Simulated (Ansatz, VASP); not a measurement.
# SnO: VASP beside Ansatz

```
Sn O
1.0
     3.81370    0.00000    0.00000
     0.00000    3.81370    0.00000
     0.00000    0.00000    4.88691
Sn O
2 2
Direct
  0.00000 0.50000 0.23930
  0.50000 0.00000 0.76070
  0.50000 0.50000 0.00000
  0.00000 0.00000 0.00000
```

Alike in both runs: task electric field gradients; functional r2SCAN; k mesh 9 × 9 × 7; occupations fermi-dirac, width 0.01 eV; no spin polarisation.

```csv
,VASP,Ansatz
version,VASP 6.6.1,Ansatz 0.2.0
potentials or method,"VASP PAW PBE potentials, release 64 (Sn_d, O)","plane-wave PAW, scalar-relativistic"
plane-wave cutoff (eV),520,500
valence electrons in the cell,40,40
```

|  | VASP | Ansatz | Ansatz less VASP |
| --- | --- | --- | --- |
| pressure (GPa) | -1.1 | -1.6 | -0.53 |
| traceless stress, the component that is largest in VASP (GPa) | -0.44 | -0.40 | +0.039 |
| rms of the force components (eV/Å) | 0.153 | 0.208 | +0.0550 |
| size of Vzz on the site where it differs most (V/Å²) | 187.4 | 189.6 | +2.19 |

VASP's potentials were made for PBE, not for r2SCAN. Atom by atom the forces differ by 0.055 eV/Å (rms over components).
